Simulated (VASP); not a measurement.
Crystal: W.

```xyz
1
Lattice="0.0000 2.0300 2.0300 2.0300 0.0000 2.0300 2.0300 2.0300 0.0000" Properties=species:S:1:pos:R:3 pbc="T T T"
W     0.0000    0.0000    0.0000
```

```yaml
Program: VASP 6.6.1
Task: relaxation of cell and atoms
Functional: BLYP
Potentials_or_basis: VASP PAW PBE potentials, release 64 (W_sv)
Cutoff: 600 eV
k_mesh: 11 × 11 × 11
Occupations: fermi-dirac, width 0.05 eV
Spin: no spin polarisation
```

At the start: pressure 6.4 GPa; volume 16.73 Å³/atom.

Question: How do energy, volume and symmetry change on relaxing?

Answer: Over 4 steps the energy falls by 7.7 meV/atom and the volume is 17.12 Å³/atom (+2.3 %); space group Fm-3m (No. 225, to 0.05 Å).

The path:
```
step  energy change (eV)  largest force (eV/Å)  pressure (GPa)  volume (Å³)
   1              0.0000                0.0000            6.41        16.73
   2              0.0617                0.0000          -16.22        18.40
   3             -0.0076                0.0000           -0.18        17.13
   4             -0.0077                0.0000           -0.01        17.12
```

Final structure:
```yaml
crystal:
  lattice:
    - [0.00000, 2.04572, 2.04572]
    - [2.04572, 0.00000, 2.04572]
    - [2.04572, 2.04572, 0.00000]
  atoms:
    - { symbol: W, position: [0.00000, 0.00000, 0.00000] }
```

Caveat: the PAW data sets were made with another functional, which shifts forces and pressure a little.
